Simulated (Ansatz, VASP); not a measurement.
**Na2S: VASP beside Ansatz**

```xyz
3
Lattice="0.0000 3.2735 3.2735 3.2735 0.0000 3.2735 3.2735 3.2735 0.0000" Properties=species:S:1:pos:R:3 pbc="T T T"
Na    1.6367    1.6367    1.6367
Na    4.9102    4.9102    4.9102
S     0.0000    0.0000    0.0000
```

Alike in both runs: task single point; functional PBE; k mesh 6 × 6 × 6; no spin polarisation.

|  | VASP | Ansatz |
| --- | --- | --- |
| version | VASP 6.6.1 | Ansatz 0.2.0 |
| potentials or method | VASP PAW PBE potentials, release 64 (Na_pv, S), cutoff 500 eV | plane waves, PAW |
| occupations | gaussian, width 0.01 eV | fixed |
| valence electrons in the cell | 20 | 24 |

|  | VASP | Ansatz | Ansatz less VASP |
| --- | --- | --- | --- |
| pressure (GPa) | 0.3 | 0.3 | -0.01 |

VASP's potentials hold 20 valence electrons a cell and Ansatz's 24, so a difference there can come from the potentials and not from the codes.
